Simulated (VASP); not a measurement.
SiO2: single point with PBEsol

Crystal: SiO2.

```
CELL_PARAMETERS angstrom
-2.43198 2.43198 3.83535
2.43198 -2.43198 3.83535
2.43198 2.43198 -3.83535
ATOMIC_POSITIONS crystal
Si 0.00000 0.00000 0.00000
Si 0.75000 0.25000 0.50000
O 0.99838 0.62500 0.87338
O 0.37500 0.24838 0.37338
O 0.75162 0.12500 0.12662
O 0.87500 0.00162 0.62662
```

| Item | Value |
| --- | --- |
| Program | VASP 6.6.1 |
| Task | single point |
| Functional | PBEsol |
| Potentials or basis | VASP PAW PBE potentials, release 64 (Si, O) |
| Cutoff | 520 eV |
| k mesh | 6 × 6 × 6 |
| Occupations | gaussian, width 0.01 eV |
| Spin | no spin polarisation |

- Pressure: -9.2 GPa
- Largest force: 0.812 eV/Å
- Band gap on the k mesh: 5.46 eV, direct

Forces on the atoms (eV/Å):
```
Si   0.000  0.000  0.000
Si   0.000  0.000  0.000
O    0.000 -0.812  0.000
O   -0.812  0.000  0.000
O    0.000  0.812  0.000
O    0.812  0.000  0.000
```

Stress tensor (GPa, compression positive):
```
 -8.39   0.00   0.00
  0.00  -8.39   0.00
  0.00   0.00 -10.67
```

Levels at points of the mesh, in eV from the valence-band top:
| k point | band 12 | band 13 | band 14 | band 15 | band 16 | band 17 | band 18 | band 19 | band 20 | band 21 |
| --- | --- | --- | --- | --- | --- | --- | --- | --- | --- | --- |
| (0.00, 0.00, 0.00) | -1.27 | -1.24 | -1.07 | 0.00 | 0.00 | 5.46 | 8.29 | 10.56 | 10.56 | 10.57 |
| (0.50, 0.00, 0.00) | -1.36 | -1.18 | -0.67 | -0.26 | -0.16 | 7.54 | 8.82 | 9.51 | 9.65 | 10.49 |
| (0.50, 0.50, 0.00) | -1.76 | -0.67 | -0.67 | -0.23 | -0.23 | 8.70 | 8.70 | 9.51 | 9.51 | 10.74 |
| (0.50, 0.50, 0.50) | -1.81 | -1.43 | -1.43 | -0.09 | -0.09 | 8.48 | 8.48 | 9.15 | 9.15 | 11.22 |

Run time: 86 s on 1 thread of AMD EPYC 9R14 (Zen 4), with other jobs on the host, peak memory 0.21 GiB.

Caveat: the PAW data sets were made with another functional, which shifts forces and pressure a little. A k mesh can miss the band edges.
